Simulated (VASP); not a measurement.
Set up this calculation in VASP 6.6.1, as the native input.

* Task: single point
* Functional: r2SCAN
* Dispersion: D3(BJ)
* Potentials or basis: VASP PAW PBE potentials, release 64 (La, B)
* Cutoff: 520 eV
* k mesh: 6 × 6 × 6
* Occupations: gaussian, width 0.05 eV
* Spin: no spin polarisation
* Dipole correction: no
* Further INCAR settings: ALGO = Normal; EDIFF = 1e-06; NBANDS = 24

LaB6:

```
La B
1.0
     4.08562    0.00000    0.00000
     0.00000    4.08562    0.00000
     0.00000    0.00000    4.08562
La B
1 6
Direct
  0.00000 0.00000 0.00000
  0.19956 0.50000 0.50000
  0.80044 0.50000 0.50000
  0.50000 0.50000 0.19956
  0.50000 0.50000 0.80044
  0.50000 0.19956 0.50000
  0.50000 0.80044 0.50000
```

One way to write it, as run:

POSCAR

```
LaB6
1.0
    4.0856194661      0.0000000000      0.0000000000
    0.0000000000      4.0856194661      0.0000000000
    0.0000000000      0.0000000000      4.0856194661
La B
1 6
Direct
    0.0000000000      0.0000000000      0.0000000000
    0.1995568270      0.5000000000      0.5000000000
    0.8004431730      0.5000000000      0.5000000000
    0.5000000000      0.5000000000      0.1995568270
    0.5000000000      0.5000000000      0.8004431730
    0.5000000000      0.1995568270      0.5000000000
    0.5000000000      0.8004431730      0.5000000000
```

INCAR.step1

```
SYSTEM = LaB6
ALGO     = Normal         ! electronic algorithm
EDIFF    = 1E-4           ! SCF threshold, eV
ENCUT    = 520            ! plane-wave cutoff, eV
GGA      = PE             ! functional
ISMEAR   = 0              ! smearing method
LASPH    = .TRUE.         ! aspherical terms in the spheres
LCHARG   = .FALSE.        ! write CHGCAR
LREAL    = .FALSE.        ! projectors in reciprocal space
LWAVE    = .TRUE.         ! write WAVECAR
NBANDS   = 24             ! bands
NELM     = 100            ! most SCF steps
PREC     = Accurate       ! precision mode
SIGMA    = 0.05           ! smearing width, eV
```

INCAR.step2

```
SYSTEM = LaB6
ALGO     = Normal         ! electronic algorithm
EDIFF    = 1E-6           ! SCF threshold, eV
ENCUT    = 520            ! plane-wave cutoff, eV
ISIF     = 2              ! what is computed and relaxed
ISMEAR   = 0              ! smearing method
ISTART   = 1            
IVDW     = 12             ! dispersion correction
LASPH    = .TRUE.         ! aspherical terms in the spheres
LCHARG   = .FALSE.        ! write CHGCAR
LMIXTAU  = .TRUE.       
LREAL    = .FALSE.        ! projectors in reciprocal space
LWAVE    = .FALSE.        ! write WAVECAR
METAGGA  = R2SCAN         ! meta-GGA
NBANDS   = 24             ! bands
NELM     = 100            ! most SCF steps
PREC     = Accurate       ! precision mode
SIGMA    = 0.05           ! smearing width, eV
VDW_A1   = 0.49484001   
VDW_A2   = 5.73083694   
VDW_S6   = 1.0          
VDW_S8   = 0.78981345
```

KPOINTS

```
k-points
0
G
  6 6 6
  0 0 0
```

Potentials or basis: VASP PAW PBE potentials, release 64 (La, B).

Run with:

```console
$ cat potpaw_PBE.64/La/POTCAR potpaw_PBE.64/B/POTCAR > POTCAR
$ cp INCAR.step1 INCAR
$ mpirun -np 1 vasp_std > vasp.out
$ cp INCAR.step2 INCAR
$ mpirun -np 1 vasp_std > vasp.out
```

It gave:

| Item | Value |
| --- | --- |
| Pressure | 7.5 GPa |
| Largest force | 0.106 eV/Å |
| Band gap on the k mesh | zero (an odd number of electrons rules out a gap without spin polarisation) |
| Dispersion energy per atom | -0.127 eV |

Caveat: three body term missing; the cell stands under pressure; the PAW data sets were made with another functional, which shifts forces and pressure a little; spin-orbit coupling is left out, which moves the levels of the heavy elements.

Run time: 2.3 min on 1 thread of Intel(R) Xeon(R) 6975P-C (Granite Rapids), on a shared host, peak memory 0.2 GiB.
